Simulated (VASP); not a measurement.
# NaH in VASP: single point with PBEsol

Aim: the single point of NaH with PBEsol.

All numbers are computed with VASP 6.6.1; they aren't measurements. Logs are shortened: lines on timing, memory, paths and dates and some standing lists are left out, and cuts for length are marked.

**1. The cell of the first run**

The typed cell holds 16 atoms: a = 6.776 Å, b = 6.778 Å, c = 6.777 Å, α = 60.00°, β = 59.99°, γ = 60.00°.

**2. Single point, PBEsol**

INCAR reads:

```
SYSTEM = NaH
PREC = Accurate
ENCUT = 520
EDIFF = 1E-6
ISMEAR = -1
SIGMA = 0.05
LREAL = Auto
LASPH = .TRUE.
NELM = 80
ALGO = Normal
ISIF = 2
LWAVE = .FALSE.
LCHARG = .FALSE.
GGA = PS
NBANDS = 46
```

KPOINTS reads:

```
regular mesh
0
G
  4 4 4
  0 0 0
```

POSCAR reads:

```
NaH
1.0
    0.0007664000      4.7915479665      4.7915922098
    4.7924756379     -0.0001990474      4.7925590872
    4.7920678710      4.7921059478      0.0002095212
Na H
8 8
Direct
    0.0029895262     -0.0008923906     -0.0023490635
    0.0029482812     -0.0009029649      0.4976731366
    0.0029501415      0.4991231972     -0.0023472255
    0.0029660081      0.4991138714      0.4976566536
    0.5029430549     -0.0008968000     -0.0023160615
    0.5029515555     -0.0009313774      0.4976844974
    0.5029679082      0.4990600346     -0.0023216152
    0.5029917652      0.4990722065      0.4976477569
    0.2529358613      0.2491187689      0.2477069697
    0.2529421863      0.2491199638      0.7476821515
    0.2530139870      0.7490971275      0.2476536066
    0.2529666114      0.7490915305      0.7476515471
    0.7529754448      0.2490772377      0.2476930925
    0.7529453974      0.2490901806      0.7476956104
    0.7529956447      0.7491102221      0.2476596461
    0.7529321959      0.7490890640      0.7476835164
```

Potentials or basis: VASP PAW PBE potentials, release 64 (Na_pv, H).

The run is started by

```sh
$ cat potpaw_PBE.64/Na_pv/POTCAR potpaw_PBE.64/H/POTCAR > POTCAR
$ mpirun -np 1 vasp_std > vasp.out
```

OUTCAR:

```text
SYSTEM = NaH
   PREC = Accurate
   ENCUT = 520
   EDIFF = 1E-6
   ISMEAR = -1
   LREAL = Auto
   LASPH = .TRUE.
   NELM = 80
   ISIF = 2
   GGA = PS

 ion  position               nearest neighbor table
   1  0.003  0.999  0.998-
   2  0.003  0.999  0.498-
   3  0.003  0.499  0.998-
   4  0.003  0.499  0.498-
   5  0.503  0.999  0.998-
   6  0.503  0.999  0.498-
[... 8 lines left out ...]
  15  0.753  0.749  0.248-
  16  0.753  0.749  0.748-

  LATTYP: Found a base centered monoclinic cell.
 ALAT       =    35.2078293183
 B/A-ratio  =     0.1925038603
 C/A-ratio  =     0.1924566526
 COS(beta)  =    -0.9622384339

  Lattice vectors:

 A1 = (   9.5818365420,  -4.7904320039, -14.3743575870)
 A2 = (  14.3743121799,  -4.7906310513,  -9.5817984998)
 A3 = (  -4.7913014710,  -0.0005579813,   4.7913826886)

Analysis of symmetry for initial positions (statically):
=====================================================================
 Subroutine PRICEL returns:
 Original cell was already a primitive cell.

 Routine SETGRP: Setting up the symmetry group for a
 base centered monoclinic supercell.

 Subroutine GETGRP returns: Found  1 space group operations
 (whereof  1 operations were pure point group operations)
 out of a pool of  4 trial point group operations.

The static configuration has the point symmetry C_1 .

Analysis of symmetry for dynamics (positions and initial velocities):
=====================================================================
 Subroutine PRICEL returns:
 Original cell was already a primitive cell.

 Routine SETGRP: Setting up the symmetry group for a
 base centered monoclinic supercell.

 Subroutine GETGRP returns: Found  1 space group operations
 (whereof  1 operations were pure point group operations)
 out of a pool of  4 trial point group operations.

The dynamic configuration has the point symmetry C_1 .

 Subroutine INISYM returns: Found  1 space group operations
 (whereof  1 operations are pure point group operations),
 and found     1 'primitive' translations

----------------------------------------------------------------------------------------

                                     Primitive cell

  volume of cell :     220.0701

  direct lattice vectors                    reciprocal lattice vectors
     0.000766400  4.791547966  4.791592210    -0.104359713  0.104354321  0.104362230
     4.792475638 -0.000199047  4.792559087     0.104334097 -0.104337829  0.104320178
     4.792067871  4.792105948  0.000209521     0.104351895  0.104330018 -0.104345745

  length of vectors
     6.776303447  6.777643055  6.777034303     0.180754665  0.180706075  0.180726603

  position of ions in fractional coordinates (direct lattice)
     0.002989526  0.999107609  0.997650937
     0.002948281  0.999097035  0.497673137
     0.002950142  0.499123197  0.997652774
     0.002966008  0.499113871  0.497656654
     0.502943055  0.999103200  0.997683939
     0.502951555  0.999068623  0.497684497
[... 8 lines left out ...]
     0.752995645  0.749110222  0.247659646
     0.752932196  0.749089064  0.747683516

  ion indices of the primitive-cell ions
   primitive index   ion index
                 1           1
                 2           2
                 3           3
                 4           4
                 5           5
                 6           6
[... 8 lines left out ...]
                15          15
                16          16

----------------------------------------------------------------------------------------

 KPOINTS: regular mesh

Automatic generation of k-mesh.
 Grid dimensions read from file:
 generate k-points for:    4    4    4

 Generating k-lattice:

  Cartesian coordinates                     Fractional coordinates (reciprocal lattice)
    -0.026089928  0.026088580  0.026090557     0.250000000  0.000000000 -0.000000000
     0.026083524 -0.026084457  0.026080044     0.000000000  0.250000000  0.000000000
     0.026087974  0.026082504 -0.026086436    -0.000000000 -0.000000000  0.250000000

  Length of vectors
     0.045188666  0.045176519  0.045181651

  Shift w.r.t. Gamma in fractional coordinates (k-lattice)
     0.000000000  0.000000000  0.000000000

 Subroutine IBZKPT returns following result:
 ===========================================

 Found     36 irreducible k-points:

 Following reciprocal coordinates:
            Coordinates               Weight
  0.000000  0.000000  0.000000      1.000000
  0.250000 -0.000000 -0.000000      2.000000
  0.500000 -0.000000 -0.000000      1.000000
  0.000000  0.250000 -0.000000      2.000000
  0.250000  0.250000  0.250000      2.000000
  0.250000  0.250000 -0.000000      2.000000
[... 16 lines left out ...]
  0.500000  0.500000  0.250000      2.000000
  0.250000  0.500000  0.250000      2.000000
 [... further k-points ...]
   k-points           NKPTS =     36   k-points in BZ     NKDIM =     36   number of bands    NBANDS=     46
   number of dos      NEDOS =    301   number of ions     NIONS =     16
   total plane-waves  NPLWV = 125000
   dimension x,y,z NGX =    50 NGY =   50 NGZ =   50
   dimension x,y,z NGXF=   100 NGYF=  100 NGZF=  100
   ions per type =               8   8
   NGX,Y,Z   is equivalent  to a cutoff of  12.27, 12.26, 12.27 a.u.
   NGXF,Y,Z  is equivalent  to a cutoff of  24.53, 24.53, 24.53 a.u.
 SYSTEM =  NaH
   PREC   = accura    normal or accurate (medium, high low for compatibility)
   ISTART =      0    job   : 0-new  1-cont  2-samecut
   ICHARG =      2    charge: 1-file 2-atom 10-const
   ISPIN  =      1    spin polarized calculation?
   LNONCOLLINEAR =      F non collinear calculations
   LSORBIT =      F    spin-orbit coupling
   LASPH  =      T    aspherical Exc in radial PAW
   ENCUT  =  520.0 eV  38.22 Ry    6.18 a.u.  12.60 12.60 12.60*2*pi/ulx,y,z
   NELM   =     80;   NELMIN=  2; NELMDL= -5     # of ELM steps
   EDIFF  = 0.1E-05   stopping-criterion for ELM
   LREAL  =      T    real-space projection
   EDIFFG = 0.1E-04   stopping-criterion for IOM
   NSW    =      0    number of steps for IOM
   IBRION =     -1    ionic relax: 0-MD 1-quasi-New 2-CG
   NFREE  =      0    steps in history (QN), initial steepest desc. (CG)
   ISIF   =      2    stress and relaxation
   ISYM   =      2    0-nonsym 1-usesym 2-fastsym
   POTIM  = 0.5000    time-step for ionic-motion
   TEBEG  =    0.0;   TEEND  =   0.0 temperature during run
   PSTRESS=    0.0 pullay stress
   NELECT =      64.0000    total number of electrons
   NUPDOWN=      -1.0000    fix difference up-down
   EMIN   =  10.00;   EMAX   =-10.00  energy-range for DOS
   EFERMI =   0.00;   METHOD = LEGACY
   ISMEAR =    -1;   SIGMA  =   0.05  broadening in eV -4-tet -1-fermi 0-gaus
   EFERMI_NEDOS =   21; number of points for ismear=-14 and -15
   IALGO  =     38    algorithm
   IMIX   =      4    mixing-type and parameters
     AMIX     =   0.40;   BMIX     =  1.00
     AMIX_MAG =   1.60;   BMIX_MAG =  1.00
  volume/ion in A,a.u.               =      13.75        92.82
  Fermi-wavevector in a.u.,A,eV,Ry     =   1.084629  2.049651 16.006162  1.176420
  Thomas-Fermi vector in A             =   2.220723
   LORBIT       =      0    0 simple, 1 ext, 2 COOP (PROOUT), +10 PAW based schemes
   GGA     = PS    functional components
   LHFCALC =     F    Hartree Fock is set to
   AEXX    =    0.0000 exact exchange contribution
   IVDW    =     0    specifies the selected vdW correction
   LEPSILON=     F    determine dielectric tensor
   LRPA    =     F    only Hartree local field effects (RPA)
 non-spin polarized calculation
  energy-cutoff  :      520.00
  volume of cell :      220.07
 maximum number of plane-waves:      5961
   NGX = 25   NGY = 25   NGZ = 25

 number of electron      63.9999973 magnetization

 Free energy of the ion-electron system (eV)
  ---------------------------------------------------
  ext. energy  EPLUGINS =         0.00000000
  ---------------------------------------------------
  free energy    TOTEN  =       -40.68803940 eV

  energy without entropy =      -40.68803940  energy(sigma->0) =      -40.68803940

 E-fermi :   0.1325     XC(G=0):  -7.9765

 val. band max:       -1.0119015307   @ k =   0.5000   0.5000  -0.0000
 cond. band min:       2.5905237078   @ k =   0.0000   0.0000   0.0000
 fundamental gap:      3.6024252385
 Fermi energy:         0.1325455988

 k-point     1 :       0.0000    0.0000    0.0000
  band No.  band energies     occupation
      1     -23.0736      2.00000
      2     -23.0736      2.00000
      3     -23.0735      2.00000
      4     -23.0735      2.00000
      5     -23.0621      2.00000
      6     -23.0621      2.00000
[... 36 lines left out ...]
     43       9.6261      0.00000
     44       9.6407      0.00000

 k-point     2 :       0.2500   -0.0000   -0.0000
  band No.  band energies     occupation
      1     -23.0664      2.00000
      2     -23.0664      2.00000
      3     -23.0664      2.00000
      4     -23.0585      2.00000
      5     -23.0557      2.00000
      6     -23.0557      2.00000
[... 36 lines left out ...]
     43       8.3013      0.00000
     44       8.3018      0.00000

 k-point     3 :       0.5000   -0.0000   -0.0000
  band No.  band energies     occupation
      1     -23.0531      2.00000
      2     -23.0530      2.00000
      3     -23.0530      2.00000
      4     -23.0530      2.00000
      5     -23.0530      2.00000
      6     -23.0530      2.00000
[... 36 lines left out ...]
     43       6.6580      0.00000
     44       6.6580      0.00000

 k-point     4 :       0.0000    0.2500   -0.0000
  band No.  band energies     occupation
      1     -23.0665      2.00000
      2     -23.0664      2.00000
      3     -23.0664      2.00000
      4     -23.0584      2.00000
      5     -23.0557      2.00000
      6     -23.0557      2.00000
[... 882 lines left out ...]
     43       6.9609      0.00000
     44       6.9628      0.00000

 k-point    23 :       0.5000    0.5000    0.2500
  band No.  band energies     occupation
      1     -23.0508      2.00000
      2     -23.0493      2.00000
      3     -23.0492      2.00000
      4     -23.0457      2.00000
      5     -23.0457      2.00000
      6     -23.0396      2.00000
[... 36 lines left out ...]
     43       6.9604      0.00000
     44       6.9628      0.00000

 k-point    24 :       0.2500    0.5000    0.2500
  band No.  band energies     occupation
      1     -23.0575      2.00000
      2     -23.0575      2.00000
      3     -23.0484      2.00000
      4     -23.0484      2.00000
      5     -23.0458      2.00000
      6     -23.0458      2.00000
[... 36 lines left out ...]
     43       7.0108      0.00000
     44       7.0109      0.00000

 [... further k-points ...]

 [bands above 44 left out]

------------------------ aborting loop because EDIFF is reached ----------------------------------------

  FORCE on cell =-STRESS in cart. coord.  units (eV):
  Direction    XX          YY          ZZ          XY          YZ          ZX
  --------------------------------------------------------------------------------------
  -------------------------------------------------------------------------------------
  Total       -0.0120387     -0.0130499     -0.0136557     -0.0021366      0.0050940     -0.0077707
  in kB       -0.0876456     -0.0950070     -0.0994175     -0.0155547      0.0370855     -0.0565728
  external PRESSURE =      -0.0940234 kB  Pullay stress =       0.0000000 kB

 VOLUME and BASIS-vectors are now :
 -----------------------------------------------------------------------------
  energy-cutoff  :      520.00
  volume of cell :      220.07
      direct lattice vectors                 reciprocal lattice vectors
     0.000766400  4.791547966  4.791592210    -0.104359713  0.104354321  0.104362230
     4.792475638 -0.000199047  4.792559087     0.104334097 -0.104337829  0.104320178
     4.792067871  4.792105948  0.000209521     0.104351895  0.104330018 -0.104345745

 POSITION                                       TOTAL-FORCE (eV/Angst)
 -----------------------------------------------------------------------------------
      9.56901      4.79497      4.80282        -0.000145      0.000013     -0.000242
      7.17303      2.39883      4.80246        -0.000231      0.000158      0.000116
      7.17286      4.79489      2.40642        -0.000229      0.000244      0.000013
      4.77680      2.39894      2.40635        -0.000211      0.000121     -0.000053
      9.56953      7.19068      7.19837        -0.000321      0.000133      0.000172
      7.17334      4.79467      7.19814        -0.000124      0.000043      0.000304
[... 8 lines left out ...]
      4.77747      4.79468      7.19825         0.000192     -0.000195     -0.000297
      7.17352      7.19054      7.19795         0.000206      0.000064      0.000196
 -----------------------------------------------------------------------------------
    total drift:                               -0.003199      0.000929      0.000717

  FREE ENERGIE OF THE ION-ELECTRON SYSTEM (eV)
  ---------------------------------------------------
  free  energy   TOTEN  =       -40.6880393995 eV

  energy  without entropy=      -40.6880393995  energy(sigma->0) =      -40.68803940
```

It took 8.7 min on 1 thread of Intel Xeon Platinum 8488C (Sapphire Rapids), shared host; peak memory 0.45 GiB.

What came out:

```
Free energy            : -40.6880 eV
Pressure               : 0.0 GPa
Band gap on the k mesh : 3.60 eV
```

Caveat: the structure was generated, so it needn't be the stable form of NaH; the PAW data sets were made with another functional, which shifts forces and pressure a little. A k mesh can miss the band edges.
